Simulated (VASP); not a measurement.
Crystal: Ga4AsP3.

```
Ga P As
1.0
     5.40802    0.00000    0.00000
     0.00000    5.40802    0.00000
     0.00000    0.00000    5.40802
Ga P As
4 3 1
Cartesian
  4.0560 4.0560 1.3520
  4.0560 1.3520 4.0560
  1.3520 4.0560 4.0560
  1.3520 1.3520 1.3520
  2.7040 0.0000 0.0000
  0.0000 2.7040 0.0000
  0.0000 0.0000 2.7040
  2.7040 2.7040 2.7040
```

* Program: VASP 6.6.1
* Task: relaxation of cell and atoms
* Functional: PBE
* Potentials or basis: VASP PAW PBE potentials, release 64 (Ga_d, P, As)
* Cutoff: 600 eV
* k mesh: 4 × 4 × 4
* Occupations: gaussian, width 0.1 eV
* Spin: no spin polarisation

At the start: pressure 7.7 GPa; volume 19.77 Å³/atom.

Problem. How do energy, volume and symmetry change on relaxing?

Solution. Over 8 steps the energy falls by 47.3 meV/atom and the volume is 21.51 Å³/atom (+8.8 %); space group P-43m (No. 215, to 0.1 Å) before and after.

The path:
| step | energy change (eV) | largest force (eV/Å) | pressure (GPa) | volume (Å³) |
| --- | --- | --- | --- | --- |
| 1 | 0.0000 | 0.8107 | 7.69 | 158.17 |
| 2 | -0.2907 | 0.0268 | -3.14 | 180.90 |
| 3 | -0.3704 | 0.2409 | -0.09 | 173.06 |
| 4 | -0.3701 | 0.2286 | -0.75 | 173.44 |
| 5 | -0.3757 | 0.0816 | 0.59 | 171.06 |
| 6 | -0.3762 | 0.1277 | 0.26 | 171.79 |
| 7 | -0.3763 | 0.1163 | 0.39 | 171.63 |
| 8 | -0.3787 | 0.0055 | 0.10 | 172.09 |

Final structure:
```
Ga P As
1.0
     5.56231    0.00000    0.00000
     0.00000    5.56231    0.00000
     0.00000    0.00000    5.56231
Ga P As
4 3 1
Cartesian
  4.1971 4.1971 1.3652
  4.1971 1.3652 4.1971
  1.3652 4.1971 4.1971
  1.3652 1.3652 1.3652
  2.7812 5.5623 0.0000
  0.0000 2.7812 0.0000
  5.5623 0.0000 2.7812
  2.7812 2.7812 2.7812
```
